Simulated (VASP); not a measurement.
Wanted: the native input for a VASP 6.6.1 run.

```
Task                   : single point
Functional             : PBEsol
Potentials or basis    : VASP PAW PBE potentials, release 64 (Al, Cu)
Cutoff                 : 520 eV
k mesh                 : 16 × 16 × 16
Occupations            : gaussian, width 0.15 eV
Spin                   : no spin polarisation
Dipole correction      : no
Further INCAR settings : ALGO = Fast; EDIFF = 1e-06; NBANDS = 16
```

The structure of Al2Cu lies in POSCAR:

```
Al2Cu
1.0
   -1.9638926004      1.9638926004      2.7771232558
    1.9638926004     -1.9638926004      2.7771232558
    1.9638926004      1.9638926004     -2.7771232558
Al Cu
2 1
Direct
    0.7500000000      0.2500000000      0.5000000000
    0.2500000000      0.7500000000      0.5000000000
    0.5000000000      0.5000000000      0.0000000000
```

This cell differs from its parent crystal: strain -0.030 along x and y, -0.030 along z.

One way to write it, as run:

INCAR

```
SYSTEM = Al2Cu
PREC = Accurate ; ENCUT = 520
EDIFF = 1E-6 ; ISMEAR = 0
SIGMA = 0.15 ; LREAL = .FALSE.
LASPH = .TRUE. ; NELM = 100
ALGO = Fast ; ISIF = 2
LWAVE = .FALSE. ; LCHARG = .FALSE.
GGA = PS ; NBANDS = 16
```

KPOINTS

```
regular mesh
0
G
  16 16 16
  0 0 0
```

Potentials or basis: VASP PAW PBE potentials, release 64 (Al, Cu).

Run with:

```console
$ cat potpaw_PBE.64/Al/POTCAR potpaw_PBE.64/Cu/POTCAR > POTCAR
$ mpirun -np 1 vasp_std > vasp.out
```

It gave:

```
Pressure               : 12.2 GPa
Band gap on the k mesh : zero (an odd number of electrons rules out a gap without spin polarisation)
```

Caveat: the cell differs from its parent crystal (strain -0.030 along x and y, -0.030 along z); the cell stands under pressure; the PAW data sets were made with another functional, which shifts forces and pressure a little.

Wall time 7 min on 1 thread of Intel Xeon 8259CL, on a shared host, peak memory 0.35 GiB.
